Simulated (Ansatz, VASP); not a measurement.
**Two plane-wave programs on GaN**

The input POSCAR:

```
GaN
1.0
    0.0000000000      2.3164048720      2.1814686658
    2.3164048720      0.0000000000      2.1814686658
    2.3164048720      2.3164048720      0.0000000000
Ga N
1 1
Direct
    0.0000000000      0.0000000000      0.0000000000
    0.7500000000      0.7500000000      0.7500000000
```

INCAR.step1

```
SYSTEM = GaN
PREC     = Accurate       ! precision mode
ENCUT    = 520            ! plane-wave cutoff, eV
ISMEAR   = 0              ! smearing method
SIGMA    = 0.05           ! smearing width, eV
LREAL    = .False.        ! projectors in reciprocal space
LASPH    = .True.         ! aspherical terms in the spheres
NELM     = 60             ! most SCF steps
NBANDS   = 16             ! bands
GGA      = PE             ! functional
ALGO     = Normal         ! electronic algorithm
EDIFF    = 1E-4           ! SCF threshold, eV
LWAVE    = .True.         ! write WAVECAR
LCHARG   = .False.        ! write CHGCAR
```

Contents of INCAR.step2:

```
SYSTEM = GaN
PREC     = Accurate       ! precision mode
ENCUT    = 520            ! plane-wave cutoff, eV
EDIFF    = 1E-6           ! SCF threshold, eV
ISMEAR   = 0              ! smearing method
SIGMA    = 0.05           ! smearing width, eV
LREAL    = .False.        ! projectors in reciprocal space
LASPH    = .True.         ! aspherical terms in the spheres
NELM     = 60             ! most SCF steps
ALGO     = Normal         ! electronic algorithm
ISIF     = 2              ! what is computed and relaxed
LWAVE    = .False.        ! write WAVECAR
LCHARG   = .True.         ! write CHGCAR
METAGGA  = R2SCAN         ! meta-GGA
LMIXTAU  = .True.       
LELF     = .True.         ! ELF
LVHAR    = .True.       
NBANDS   = 16             ! bands
ISTART   = 1
```

KPOINTS

```
regular mesh
0
Gamma
  10 10 10
  0 0 0
```

Input for Ansatz:

```yaml
crystal:
  lattice:
    - [0.0, 2.316404872, 2.1814686658]
    - [2.316404872, 0.0, 2.1814686658]
    - [2.316404872, 2.316404872, 0.0]
  atoms:
    - { symbol: Ga, position: [0.0, 0.0, 0.0] }
    - { symbol: "N", position: [0.75, 0.75, 0.75] }
basis:
  ecutwfc: 500
kpoints:
  mp_grid: { grid: [10, 10, 10] }
hamiltonian:
  xc: r2scan
scf:
  occupations: { method: gaussian, width: 0.05 }
output:
  forces: true
  stress: true
  eigenvalues: true
```

Change from the starting cell: strain +0.030 along x and y, -0.030 along z, atoms carried along.

Alike in both runs: task single point; functional r2SCAN; k mesh 10 × 10 × 10; occupations gaussian, width 0.05 eV; no spin polarisation.

|  | VASP | Ansatz |
| --- | --- | --- |
| version | VASP 6.6.1 | Ansatz 0.2.0 |
| potentials or method | VASP PAW PBE potentials, release 64 (Ga_d, N), cutoff 520 eV | scalar-relativistic, plane waves, PAW |
| valence electrons in the cell | 18 | 18 |

|  | VASP | Ansatz | Ansatz less VASP |
| --- | --- | --- | --- |
| gap on the k mesh at the Fermi level (eV) | 1.79 | 1.80 | +0.006 |
| least direct gap on the mesh (eV) | 1.79 | 1.80 | +0.006 |
| pressure (GPa) | -4.5 | -5.5 | -1.07 |
| traceless stress, the component that is largest in VASP (GPa) | 4.57 | 4.69 | +0.117 |

VASP's potentials were made for PBE, not for r2SCAN.
